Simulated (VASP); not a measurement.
# Hf8H (Fm-3m) in VASP: relaxation of cell and atoms with PBE

Aim: the relaxation of cell and atoms of Hf8H with PBE.

Everything below comes from runs of VASP 6.6.1. Logs are shortened: lines on timing, memory, paths and dates and some standing lists are left out, and cuts for length are marked.

### Step 1. The cell of the first run

Symmetry: Fm-3m, No. 225, cubic system. Conventional cell: a = 8.999 Å, b = 8.999 Å, c = 8.999 Å, α = 90.00°, β = 90.00°, γ = 90.00°. Within 4.2 Å of Hf (site symmetry -43m) lie 12 Hf at 3.18 Å and 4 H at 3.90 Å. Within 3.3 Å of Hf (site symmetry 4mm) lie 1 H at 2.31 Å and 12 Hf at 3.09 to 3.27 Å. Within 3.1 Å of H (site symmetry m-3m) lie 6 Hf at 2.31 Å.

### Step 2. Relaxation of cell and atoms, PBE

INCAR

```
SYSTEM = Hf8H
PREC = Accurate
ENCUT = 600
EDIFF = 1E-6
ISMEAR = 0
SIGMA = 0.1
LREAL = .FALSE.
LASPH = .TRUE.
NELM = 60
ALGO = Normal
ISIF = 3
LWAVE = .FALSE.
LCHARG = .FALSE.
GGA = PE
IBRION = 2
NSW = 90
EDIFFG = -0.025
```

KPOINTS

```
Automatic mesh
0
G
  6 6 6
  0 0 0
```

POSCAR

```
Hf8H
1.0
    0.0000000000      4.4995885807      4.4995885807
    4.4995885807      0.0000000000      4.4995885807
    4.4995885807      4.4995885807      0.0000000000
Hf H
8 1
Direct
    0.0000000000      0.0000000000      0.0000000000
   -0.0071470604     -0.0071470604      0.5071470604
   -0.0071470604      0.5071470604     -0.0071470604
   -0.0071470604      0.5071470604      0.5071470604
    0.5071470604     -0.0071470604     -0.0071470604
    0.5071470604     -0.0071470604      0.5071470604
    0.5071470604      0.5071470604     -0.0071470604
    0.5000000000      0.5000000000      0.5000000000
    0.2500000000      0.2500000000      0.2500000000
```

Potentials or basis: VASP PAW PBE potentials, release 64 (Hf_pv, H).

Launch:

```console
cat potpaw_PBE.64/Hf_pv/POTCAR potpaw_PBE.64/H/POTCAR > POTCAR
mpirun -np 1 vasp_std > vasp.out
```

OUTCAR:

```text
SYSTEM = Hf8H
   PREC = Accurate
   ENCUT = 600
   EDIFF = 1E-6
   ISMEAR = 0
   LREAL = .FALSE.
   LASPH = .TRUE.
   NELM = 60
   ISIF = 3
   GGA = PE
   IBRION = 2
   NSW = 90
   EDIFFG = -0.025

 ion  position               nearest neighbor table
   1  0.000  0.000  0.000-   5 3.18   6 3.18   7 3.18   3 3.18   4 3.18   7 3.18   2 3.18   4 3.18
                             6 3.18   2 3.18   3 3.18   5 3.18
   2  0.993  0.993  0.507-   9 2.31   4 3.09   5 3.09   6 3.09   3 3.09   1 3.18   8 3.18   8 3.18
                             1 3.18   3 3.27   5 3.27   4 3.27   6 3.27
   3  0.993  0.507  0.993-   9 2.31   4 3.09   5 3.09   7 3.09   2 3.09   1 3.18   8 3.18   8 3.18
                             1 3.18   4 3.27   7 3.27   2 3.27   5 3.27
   4  0.993  0.507  0.507-   9 2.31   3 3.09   6 3.09   7 3.09   2 3.09   8 3.18   8 3.18   1 3.18
                             1 3.18   7 3.27   3 3.27   6 3.27   2 3.27
   5  0.507  0.993  0.993-   9 2.31   3 3.09   6 3.09   7 3.09   2 3.09   1 3.18   8 3.18   8 3.18
                             1 3.18   7 3.27   3 3.27   2 3.27   6 3.27
   6  0.507  0.993  0.507-   9 2.31   4 3.09   5 3.09   7 3.09   2 3.09   8 3.18   8 3.18   1 3.18
                             1 3.18   5 3.27   4 3.27   7 3.27   2 3.27
   7  0.507  0.507  0.993-   9 2.31   4 3.09   5 3.09   6 3.09   3 3.09   8 3.18   8 3.18   1 3.18
                             1 3.18   5 3.27   4 3.27   6 3.27   3 3.27
   8  0.500  0.500  0.500-   4 3.18   6 3.18   7 3.18   3 3.18   5 3.18   7 3.18   2 3.18   5 3.18
                             6 3.18   2 3.18   3 3.18   4 3.18
   9  0.250  0.250  0.250-   2 2.31   3 2.31   4 2.31   5 2.31   6 2.31   7 2.31

  LATTYP: Found a face centered cubic cell.
 ALAT       =     8.9991771614

  Lattice vectors:

 A1 = (   0.0000000000,   4.4995885807,   4.4995885807)
 A2 = (   4.4995885807,   0.0000000000,   4.4995885807)
 A3 = (   4.4995885807,   4.4995885807,   0.0000000000)

Analysis of symmetry for initial positions (statically):
=====================================================================
 Subroutine PRICEL returns:
 Original cell was already a primitive cell.

 Routine SETGRP: Setting up the symmetry group for a
 face centered cubic supercell.

 Subroutine GETGRP returns: Found 48 space group operations
 (whereof 24 operations were pure point group operations)
 out of a pool of 48 trial point group operations.

The static configuration has the point symmetry T_d .
 The point group associated with its full space group is O_h .

Analysis of symmetry for dynamics (positions and initial velocities):
=====================================================================
 Subroutine PRICEL returns:
 Original cell was already a primitive cell.

 Routine SETGRP: Setting up the symmetry group for a
 face centered cubic supercell.

 Subroutine GETGRP returns: Found 48 space group operations
 (whereof 24 operations were pure point group operations)
 out of a pool of 48 trial point group operations.

The dynamic configuration has the point symmetry T_d .
 The point group associated with its full space group is O_h .

 Subroutine INISYM returns: Found 48 space group operations
 (whereof 24 operations are pure point group operations),
 and found     1 'primitive' translations

----------------------------------------------------------------------------------------

                                     Primitive cell

  volume of cell :     182.2000

  direct lattice vectors                    reciprocal lattice vectors
     0.000000000  4.499588581  4.499588581    -0.111121271  0.111121271  0.111121271
     4.499588581  0.000000000  4.499588581     0.111121271 -0.111121271  0.111121271
     4.499588581  4.499588581  0.000000000     0.111121271  0.111121271 -0.111121271

  length of vectors
     6.363379196  6.363379196  6.363379196     0.192467686  0.192467686  0.192467686

  position of ions in fractional coordinates (direct lattice)
     0.000000000  0.000000000  0.000000000
     0.992852940  0.992852940  0.507147060
     0.992852940  0.507147060  0.992852940
     0.992852940  0.507147060  0.507147060
     0.507147060  0.992852940  0.992852940
     0.507147060  0.992852940  0.507147060
     0.507147060  0.507147060  0.992852940
     0.500000000  0.500000000  0.500000000
     0.250000000  0.250000000  0.250000000

  ion indices of the primitive-cell ions
   primitive index   ion index
                 1           1
                 2           2
                 3           3
                 4           4
                 5           5
                 6           6
                 7           7
                 8           8
                 9           9

----------------------------------------------------------------------------------------

 KPOINTS: Automatic mesh

Automatic generation of k-mesh.
 Grid dimensions read from file:
 generate k-points for:    6    6    6

 Generating k-lattice:

  Cartesian coordinates                     Fractional coordinates (reciprocal lattice)
    -0.018520212  0.018520212  0.018520212     0.166666667  0.000000000  0.000000000
     0.018520212 -0.018520212  0.018520212     0.000000000  0.166666667  0.000000000
     0.018520212  0.018520212 -0.018520212     0.000000000  0.000000000  0.166666667

  Length of vectors
     0.032077948  0.032077948  0.032077948

  Shift w.r.t. Gamma in fractional coordinates (k-lattice)
     0.000000000  0.000000000  0.000000000

 Subroutine IBZKPT returns following result:
 ===========================================

 Found     16 irreducible k-points:

 Following reciprocal coordinates:
            Coordinates               Weight
  0.000000  0.000000  0.000000      1.000000
  0.166667  0.000000  0.000000      8.000000
  0.333333  0.000000  0.000000      8.000000
  0.500000  0.000000  0.000000      4.000000
  0.166667  0.166667  0.000000      6.000000
  0.333333  0.166667  0.000000     24.000000
[... 8 lines left out ...]
 -0.333333  0.333333  0.166667     24.000000
 -0.333333  0.500000  0.166667     12.000000
   k-points           NKPTS =     16   k-points in BZ     NKDIM =     16   number of bands    NBANDS=     48
   number of dos      NEDOS =    301   number of ions     NIONS =      9
   total plane-waves  NPLWV = 157464
   dimension x,y,z NGX =    54 NGY =   54 NGZ =   54
   dimension x,y,z NGXF=   108 NGYF=  108 NGZF=  108
   ions per type =               8   1
   NGX,Y,Z   is equivalent  to a cutoff of  14.11, 14.11, 14.11 a.u.
   NGXF,Y,Z  is equivalent  to a cutoff of  28.22, 28.22, 28.22 a.u.
 SYSTEM =  Hf8H
   PREC   = accura    normal or accurate (medium, high low for compatibility)
   ISTART =      0    job   : 0-new  1-cont  2-samecut
   ICHARG =      2    charge: 1-file 2-atom 10-const
   ISPIN  =      1    spin polarized calculation?
   LNONCOLLINEAR =      F non collinear calculations
   LSORBIT =      F    spin-orbit coupling
   LASPH  =      T    aspherical Exc in radial PAW
   ENCUT  =  600.0 eV  44.10 Ry    6.64 a.u.  12.71 12.71 12.71*2*pi/ulx,y,z
   NELM   =     60;   NELMIN=  2; NELMDL= -5     # of ELM steps
   EDIFF  = 0.1E-05   stopping-criterion for ELM
   LREAL  =      F    real-space projection
   EDIFFG = -.3E-01   stopping-criterion for IOM
   NSW    =     90    number of steps for IOM
   IBRION =      2    ionic relax: 0-MD 1-quasi-New 2-CG
   NFREE  =      1    steps in history (QN), initial steepest desc. (CG)
   ISIF   =      3    stress and relaxation
   ISYM   =      2    0-nonsym 1-usesym 2-fastsym
   POTIM  = 0.5000    time-step for ionic-motion
   TEBEG  =    0.0;   TEEND  =   0.0 temperature during run
   PSTRESS=    0.0 pullay stress
   NELECT =      81.0000    total number of electrons
   NUPDOWN=      -1.0000    fix difference up-down
   EMIN   =  10.00;   EMAX   =-10.00  energy-range for DOS
   EFERMI =   0.00;   METHOD = LEGACY
   ISMEAR =     0;   SIGMA  =   0.10  broadening in eV -4-tet -1-fermi 0-gaus
   EFERMI_NEDOS =   21; number of points for ismear=-14 and -15
   IALGO  =     38    algorithm
   IMIX   =      4    mixing-type and parameters
     AMIX     =   0.40;   BMIX     =  1.00
     AMIX_MAG =   1.60;   BMIX_MAG =  1.00
  volume/ion in A,a.u.               =      20.24       136.62
  Fermi-wavevector in a.u.,A,eV,Ry     =   1.249454  2.361126 21.240544  1.561136
  Thomas-Fermi vector in A             =   2.383494
   LORBIT       =      0    0 simple, 1 ext, 2 COOP (PROOUT), +10 PAW based schemes
   GGA     = PE    functional components
   LHFCALC =     F    Hartree Fock is set to
   AEXX    =    0.0000 exact exchange contribution
   IVDW    =     0    specifies the selected vdW correction
   LEPSILON=     F    determine dielectric tensor
   LRPA    =     F    only Hartree local field effects (RPA)
 conjugate gradient relaxation of ions
 non-spin polarized calculation
 Gauss-broadening in eV      SIGMA  =   0.10
  energy-cutoff  :      600.00
  volume of cell :      182.20
 maximum number of plane-waves:      6116
 NGX is ok and might be reduce to    54
   NGX = 25   NGY = 25   NGZ = 25

--------------------------------------- Ionic step        1  -------------------------------------------

 number of electron      81.0000004 magnetization

 Free energy of the ion-electron system (eV)
  ---------------------------------------------------
  ext. energy  EPLUGINS =         0.00000000
  ---------------------------------------------------
  free energy    TOTEN  =       -82.79628456 eV

  energy without entropy =      -82.72734241  energy(sigma->0) =      -82.76181349

------------------------ aborting loop because EDIFF is reached ----------------------------------------

  FORCE on cell =-STRESS in cart. coord.  units (eV):
  Direction    XX          YY          ZZ          XY          YZ          ZX
  --------------------------------------------------------------------------------------
  -------------------------------------------------------------------------------------
  Total       -0.8613669     -0.8613669     -0.8613669      0.0000000      0.0000000      0.0000000
  in kB       -7.5744365     -7.5744365     -7.5744365      0.0000000      0.0000000      0.0000000
  external PRESSURE =      -7.5744365 kB  Pullay stress =       0.0000000 kB

 VOLUME and BASIS-vectors are now :
 -----------------------------------------------------------------------------
  energy-cutoff  :      600.00
  volume of cell :      182.20
      direct lattice vectors                 reciprocal lattice vectors
     0.000000000  4.499588581  4.499588581    -0.111121271  0.111121271  0.111121271
     4.499588581  0.000000000  4.499588581     0.111121271 -0.111121271  0.111121271
     4.499588581  4.499588581  0.000000000     0.111121271  0.111121271 -0.111121271
[... 130 lines left out ...]
 POSITION                                       TOTAL-FORCE (eV/Angst)
 -----------------------------------------------------------------------------------
      0.00000      0.00000      0.00000         0.000000      0.000000      0.000000
      6.72583      6.72583      8.92282         0.000000      0.000000      0.049072
      6.72583      8.92282      6.72583         0.000000      0.049072      0.000000
      4.52883      6.72583      6.72583        -0.049072      0.000000      0.000000
      8.92282      6.72583      6.72583         0.049072      0.000000      0.000000
      6.72583      4.52883      6.72583         0.000000     -0.049072      0.000000
      6.72583      6.72583      4.52883         0.000000      0.000000     -0.049072
      4.48388      4.48388      4.48388         0.000000      0.000000      0.000000
      2.24194      2.24194      2.24194         0.000000      0.000000      0.000000
 -----------------------------------------------------------------------------------
    total drift:                                0.000000      0.000000      0.000000

  FREE ENERGIE OF THE ION-ELECTRON SYSTEM (eV)
  ---------------------------------------------------
  free  energy   TOTEN  =       -82.8133681172 eV

  energy  without entropy=      -82.7505682967  energy(sigma->0) =      -82.78196821

--------------------------------------- Ionic step        5  -------------------------------------------

 number of electron      81.0000001 magnetization

 Free energy of the ion-electron system (eV)
  ---------------------------------------------------
  ext. energy  EPLUGINS =         0.00000000
  ---------------------------------------------------
  free energy    TOTEN  =       -82.81444201 eV

  energy without entropy =      -82.75233958  energy(sigma->0) =      -82.78339079

 E-fermi :   4.8058     XC(G=0): -11.3134

 val. band max:        4.7972453771   @ k =   0.5000   0.5000   0.0000
 cond. band min:       4.8118326618   @ k =   0.5000   0.1667   0.0000
 fundamental gap:      0.0145872848
 Fermi energy:         4.8057823720

 k-point     1 :       0.0000    0.0000    0.0000
  band No.  band energies     occupation
      1     -26.1165      2.00000
      2     -26.0327      2.00000
      3     -26.0327      2.00000
      4     -26.0327      2.00000
      5     -26.0024      2.00000
      6     -26.0024      2.00000
[... 827 lines left out ...]
 POSITION                                       TOTAL-FORCE (eV/Angst)
 -----------------------------------------------------------------------------------
      0.00000      0.00000      0.00000        -0.000000     -0.000000      0.000000
      6.72824      6.72824      8.93252        -0.000000     -0.000000     -0.003444
      6.72824      8.93252      6.72824        -0.000000     -0.003444      0.000000
      4.52395      6.72824      6.72824         0.003444     -0.000000      0.000000
      8.93252      6.72824      6.72824        -0.003444     -0.000000      0.000000
      6.72824      4.52395      6.72824        -0.000000      0.003444      0.000000
      6.72824      6.72824      4.52395        -0.000000     -0.000000      0.003444
      4.48549      4.48549      4.48549        -0.000000     -0.000000      0.000000
      2.24275      2.24275      2.24275        -0.000000     -0.000000      0.000000
 -----------------------------------------------------------------------------------
    total drift:                               -0.000000     -0.000000      0.000000

  FREE ENERGIE OF THE ION-ELECTRON SYSTEM (eV)
  ---------------------------------------------------
  free  energy   TOTEN  =       -82.8144420126 eV

  energy  without entropy=      -82.7523395751  energy(sigma->0) =      -82.78339079

 reached required accuracy - stopping structural energy minimisation
```

Run time: 9.2 min. Hardware: 1 thread of Intel Xeon Platinum 8559C (Emerald Rapids), shared host; peak memory 0.46 GiB.

Results:

```yaml
Free_energy: -82.8144 eV
Relaxed_volume: 20.05 Å³/atom
Relaxed_cell: a = 6.343 Å, b = 6.343 Å, c = 6.343 Å, α = 60.00°, β = 60.00°, γ = 60.00°
Space_group_after_relaxing_to_0.1_Å: Fm-3m (No. 225)
Energy_gained_by_relaxing: 2.0 meV/atom
Ionic_steps: 5
Pressure_after_relaxing: 0.1 GPa
Largest_force_after_relaxing: 0.003 eV/Å
Band_gap_on_the_k_mesh: zero (an odd number of electrons rules out a gap without spin polarisation)
```

Forces on the atoms (eV/Å):
```
Hf   0.000  0.000  0.000
Hf   0.000  0.000 -0.003
Hf   0.000 -0.003  0.000
Hf   0.003  0.000  0.000
Hf  -0.003  0.000  0.000
Hf   0.000  0.003  0.000
Hf   0.000  0.000  0.003
Hf   0.000  0.000  0.000
H    0.000  0.000  0.000
```

The path:
```
step  energy change (eV)  largest force (eV/Å)  pressure (GPa)  volume (Å³)
   1              0.0000                0.1841           -0.76       182.20
   2             -0.0096                0.1384            0.66       179.69
   3             -0.0098                0.1448            0.50       179.96
   4             -0.0171                0.0491            0.24       180.30
   5             -0.0182                0.0034            0.10       180.49
```

Final structure:
```
Hf H
1.0
     0.00000    4.48549    4.48549
     4.48549    0.00000    4.48549
     4.48549    4.48549    0.00000
Hf H
8 1
Direct
  0.00000 0.00000 0.00000
  0.99571 0.99571 0.50429
  0.99571 0.50429 0.99571
  0.99571 0.50429 0.50429
  0.50429 0.99571 0.99571
  0.50429 0.99571 0.50429
  0.50429 0.50429 0.99571
  0.50000 0.50000 0.50000
  0.25000 0.25000 0.25000
```

Caveat: spin-orbit coupling is left out, which moves the levels of the heavy elements.
